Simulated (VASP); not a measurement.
Wanted: the native input for a VASP 6.6.1 run.

```
Task                   : single point
Functional             : LDA
Potentials or basis    : VASP PAW LDA potentials, release 64 (Sr_sv)
Cutoff                 : 520 eV
k mesh                 : 8 × 8 × 8
Occupations            : fermi-dirac, width 0.05 eV
Spin                   : no spin polarisation
Dipole correction      : no
Further INCAR settings : ALGO = Normal; EDIFF = 1e-06; NBANDS = 11
```

The structure of Sr lies in POSCAR:

```
Sr
1.0
    0.0000000000      3.0219309284      3.0219309284
    3.0219309284      0.0000000000      3.0219309284
    3.0219309284      3.0219309284      0.0000000000
Sr
1
Direct
    0.0000000000      0.0000000000      0.0000000000
```

This cell differs from its parent crystal: volume scaled by 0.98.

One way to write it, as run:

INCAR

```
SYSTEM = Sr
  PREC = Accurate
  ENCUT = 520
  EDIFF = 1E-6
  ISMEAR = -1
  SIGMA = 0.05
  LREAL = .FALSE.
  LASPH = .TRUE.
  NELM = 60
  ALGO = Normal
  ISIF = 2
  LWAVE = .FALSE.
  LCHARG = .TRUE.
  LELF = .TRUE.
  LVHAR = .TRUE.
  NBANDS = 11
```

KPOINTS

```
Automatic mesh
0
G
  8 8 8
  0 0 0
```

Potentials or basis: VASP PAW LDA potentials, release 64 (Sr_sv).

Run with:

```sh
$ cat potpaw_LDA.64/Sr_sv/POTCAR > POTCAR
$ mpirun -np 1 vasp_std > vasp.out
```

It gave:

```yaml
Pressure: -1.4 GPa
Band_gap_on_the_k_mesh: zero (band 5 reaches 1.48 eV, above the bottom of band 6 at 1.46 eV)
```

Run time: 29 s on 1 thread of AMD EPYC 7R43 64-Core Processor (Zen 3) (shared host), peak memory 0.13 GiB.
